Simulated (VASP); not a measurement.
# Si4BW (P4/mmm) in VASP: notebook, part 2 of 4

VASP 6.6.1.

**3. Single point, PBE**

INCAR

```
SYSTEM = Si4BW
ALGO = Normal
EDIFF = 1E-6
ENCUT = 520
GGA = PE
ISIF = 2
ISMEAR = 0
LASPH = .True.
LCHARG = .False.
LREAL = .False.
LWAVE = .False.
NBANDS = 26
NELM = 100
PREC = Accurate
SIGMA = 0.1
```

KPOINTS

```
k-points
0
Gamma
  10 10 6
  0 0 0
```

POSCAR

```
Si4BW
1.0
    3.7699038201      0.0000000000      0.0000000000
    0.0000000000      3.7699038201      0.0000000000
    0.0000000000      0.0000000000      5.8890592309
Si B W
4 1 1
Direct
    0.5000000000      0.0000000000      0.7115963254
    0.0000000000      0.5000000000      0.2884036746
    0.5000000000      0.0000000000      0.2884036746
    0.0000000000      0.5000000000      0.7115963254
    0.5000000000      0.5000000000      0.5000000000
    0.0000000000      0.0000000000      0.0000000000
```

Potentials or basis: VASP PAW PBE potentials, release 64 (Si, B, W_sv).

The run is started by

```console
cat potpaw_PBE.64/Si/POTCAR potpaw_PBE.64/B/POTCAR potpaw_PBE.64/W_sv/POTCAR > POTCAR
mpirun -np 1 vasp_std > vasp.out
```

OUTCAR:

```text
SYSTEM = Si4BW
   EDIFF = 1E-6
   ENCUT = 520
   GGA = PE
   ISIF = 2
   ISMEAR = 0
   LASPH = .True.
   LREAL = .False.
   NELM = 100
   PREC = Accurate

 ion  position               nearest neighbor table
   1  0.500  0.000  0.712-   5 2.26   5 2.26   3 2.49   6 2.54   6 2.54   4 2.67   4 2.67   4 2.67
                             4 2.67
   2  0.000  0.500  0.288-   5 2.26   5 2.26   4 2.49   6 2.54   6 2.54   3 2.67   3 2.67   3 2.67
                             3 2.67
   3  0.500  0.000  0.288-   5 2.26   5 2.26   1 2.49   6 2.54   6 2.54   2 2.67   2 2.67   2 2.67
                             2 2.67
   4  0.000  0.500  0.712-   5 2.26   5 2.26   2 2.49   6 2.54   6 2.54   1 2.67   1 2.67   1 2.67
                             1 2.67
   5  0.500  0.500  0.500-   1 2.26   2 2.26   3 2.26   4 2.26   1 2.26   3 2.26   2 2.26   4 2.26

   6  0.000  0.000  0.000-   1 2.54   2 2.54   3 2.54   4 2.54   2 2.54   4 2.54   1 2.54   3 2.54

  LATTYP: Found a simple tetragonal cell.
 ALAT       =     3.7699038201
 C/A-ratio  =     1.5621245294

  Lattice vectors:

 A1 = (   3.7699038201,   0.0000000000,   0.0000000000)
 A2 = (   0.0000000000,   3.7699038201,   0.0000000000)
 A3 = (   0.0000000000,   0.0000000000,   5.8890592309)

Analysis of symmetry for initial positions (statically):
=====================================================================
 Subroutine PRICEL returns:
 Original cell was already a primitive cell.

 Routine SETGRP: Setting up the symmetry group for a
 simple tetragonal supercell.

 Subroutine GETGRP returns: Found 16 space group operations
 (whereof 16 operations were pure point group operations)
 out of a pool of 16 trial point group operations.

The static configuration has the point symmetry D_4h.

Analysis of symmetry for dynamics (positions and initial velocities):
[... 139 lines left out ...]
     AMIX_MAG =   1.60;   BMIX_MAG =  1.00
  volume/ion in A,a.u.               =      13.95        94.14
  Fermi-wavevector in a.u.,A,eV,Ry     =   1.200450  2.268521 19.607079  1.441080
  Thomas-Fermi vector in A             =   2.336285
   LORBIT       =      0    0 simple, 1 ext, 2 COOP (PROOUT), +10 PAW based schemes
   GGA     = PE    functional components
   LHFCALC =     F    Hartree Fock is set to
   AEXX    =    0.0000 exact exchange contribution
   IVDW    =     0    specifies the selected vdW correction
   LEPSILON=     F    determine dielectric tensor
   LRPA    =     F    only Hartree local field effects (RPA)
 non-spin polarized calculation
 Gauss-broadening in eV      SIGMA  =   0.10
  energy-cutoff  :      520.00
  volume of cell :       83.70
 maximum number of plane-waves:      2284
   NGX = 15   NGY = 15   NGZ = 21

 number of electron      33.0000002 magnetization

 Free energy of the ion-electron system (eV)
  ---------------------------------------------------
  ext. energy  EPLUGINS =         0.00000000
  ---------------------------------------------------
  free energy    TOTEN  =       -39.18649817 eV

  energy without entropy =      -39.17142103  energy(sigma->0) =      -39.17895960

 E-fermi :   9.7028     XC(G=0): -11.4102

 val. band max:        9.6906204740   @ k =   0.3000   0.0000   0.0000
 cond. band min:       9.7041637845   @ k =   0.2000   0.0000   0.5000
 fundamental gap:      0.0135433105
 Fermi energy:         9.7028137092

 k-point     1 :       0.0000    0.0000    0.0000
  band No.  band energies     occupation
      1     -64.2460      2.00000
      2     -28.7865      2.00000
      3     -28.4312      2.00000
      4     -28.4312      2.00000
      5      -4.7992      2.00000
      6      -0.7410      2.00000
[... 685 lines left out ...]
     25      14.6132      0.00000
     26      15.5089      0.00000

 [... further k-points ...]

------------------------ aborting loop because EDIFF is reached ----------------------------------------

  FORCE on cell =-STRESS in cart. coord.  units (eV):
  Direction    XX          YY          ZZ          XY          YZ          ZX
  --------------------------------------------------------------------------------------
  -------------------------------------------------------------------------------------
  Total       -0.0049428     -0.0049428     -0.0264674      0.0000000     -0.0000000      0.0000000
  in kB       -0.0946183     -0.0946183     -0.5066585      0.0000000     -0.0000000      0.0000000
  external PRESSURE =      -0.2319651 kB  Pullay stress =       0.0000000 kB

 VOLUME and BASIS-vectors are now :
 -----------------------------------------------------------------------------
  energy-cutoff  :      520.00
  volume of cell :       83.70
      direct lattice vectors                 reciprocal lattice vectors
     3.769903820  0.000000000  0.000000000     0.265258757  0.000000000  0.000000000
     0.000000000  3.769903820  0.000000000     0.000000000  0.265258757  0.000000000
     0.000000000  0.000000000  5.889059231     0.000000000  0.000000000  0.169806409

 POSITION                                       TOTAL-FORCE (eV/Angst)
 -----------------------------------------------------------------------------------
      1.88495      0.00000      4.19063        -0.000000      0.000000     -0.008335
      0.00000      1.88495      1.69843         0.000000     -0.000000      0.008335
      1.88495      0.00000      1.69843         0.000000      0.000000      0.008335
      0.00000      1.88495      4.19063         0.000000     -0.000000     -0.008335
      1.88495      1.88495      2.94453         0.000000      0.000000      0.000000
      0.00000      0.00000      0.00000         0.000000      0.000000      0.000000
 -----------------------------------------------------------------------------------
    total drift:                               -0.000000      0.000000      0.000000

  FREE ENERGIE OF THE ION-ELECTRON SYSTEM (eV)
  ---------------------------------------------------
  free  energy   TOTEN  =       -39.1864981737 eV

  energy  without entropy=      -39.1714210259  energy(sigma->0) =      -39.17895960
```

OSZICAR:

```text
N       E                     dE             d eps       ncg     rms          rms(c)
DAV:   1     0.177506748065E+03    0.17751E+03   -0.14407E+04  4368   0.118E+03
DAV:   2    -0.318045195722E+02   -0.20931E+03   -0.19880E+03  5018   0.294E+02
DAV:   3    -0.406017988599E+02   -0.87973E+01   -0.85089E+01  5794   0.539E+01
DAV:   4    -0.407383190500E+02   -0.13652E+00   -0.13586E+00  5320   0.696E+00
DAV:   5    -0.407404476499E+02   -0.21286E-02   -0.21264E-02  5676   0.905E-01    0.234E+01
DAV:   6    -0.400293814266E+02    0.71107E+00   -0.97984E+00  5066   0.173E+01    0.899E+00
DAV:   7    -0.394739289735E+02    0.55545E+00   -0.53406E+00  4998   0.127E+01    0.828E+00
DAV:   8    -0.391914256153E+02    0.28250E+00   -0.67126E-01  4986   0.514E+00    0.160E+00
DAV:   9    -0.391878214375E+02    0.36042E-02   -0.83975E-02  5498   0.158E+00    0.835E-01
DAV:  10    -0.391865625805E+02    0.12589E-02   -0.62712E-03  5252   0.521E-01    0.232E-01
DAV:  11    -0.391865032348E+02    0.59346E-04   -0.72163E-04  5264   0.170E-01    0.434E-02
DAV:  12    -0.391864956774E+02    0.75573E-05   -0.92468E-05  5174   0.464E-02    0.226E-02
DAV:  13    -0.391864979656E+02   -0.22882E-05   -0.82819E-06  5366   0.161E-02    0.805E-03
DAV:  14    -0.391864981737E+02   -0.20818E-06   -0.13132E-06  3262   0.714E-03
   1 F= -.39186498E+02 E0= -.39178960E+02  d E =-.150771E-01
```

stdout:

```text
POSCAR found type information on POSCAR SiB W
 POSCAR found :  3 types and       6 ions
 scaLAPACK will be used
 LDA part: xc-table for (Slater+PW92), standard interpolation
 POSCAR, INCAR and KPOINTS ok, starting setup
 FFT: planning ... GRIDC
 FFT: planning ... GRID_SOFT
 FFT: planning ... GRID
 WAVECAR not read
 entering main loop
```

Wall time 2.2 min (1 thread of Intel Xeon 6975P-C (Granite Rapids), shared host); peak memory 0.3 GiB.

What came out:

```yaml
Free_energy: -39.1865 eV
Pressure: 0.0 GPa
Largest_force: 0.008 eV/Å
Band_gap_on_the_k_mesh: zero (an odd number of electrons rules out a gap without spin polarisation)
```

Forces in eV/Å, atoms in the order of the input:
```
Si   0.000  0.000 -0.008
Si   0.000  0.000  0.008
Si   0.000  0.000  0.008
Si   0.000  0.000 -0.008
B    0.000  0.000  0.000
W    0.000  0.000  0.000
```

Levels at points of the mesh, in eV from the Fermi level:
```tsv
k point	band 13	band 14	band 15	band 16	band 17	band 18	band 19	band 20
(0.00, 0.00, 0.00)	-3.38	-3.25	-0.87	-0.44	0.04	0.44	1.43	1.43
(0.50, 0.00, 0.00)	-3.26	-2.28	-1.98	-1.45	-0.77	0.36	0.58	2.81
(0.50, 0.50, 0.00)	-3.80	-3.80	-3.39	0.18	0.25	1.02	1.25	1.25
(0.00, 0.00, 0.50)	-2.15	-2.15	-2.10	-1.83	-1.83	-1.30	0.09	2.16
(0.50, 0.00, 0.50)	-2.76	-2.10	-1.96	-1.78	0.23	0.34	0.63	1.75
(0.50, 0.50, 0.50)	-4.20	-4.20	-1.35	0.19	0.82	1.13	1.50	1.50
```

Caveat: spin-orbit coupling is left out, which moves the levels of the heavy elements.

(Continued in part 3 of 4.)

The gap in the log of VASP goes by the Fermi energy; the results here count the filled bands.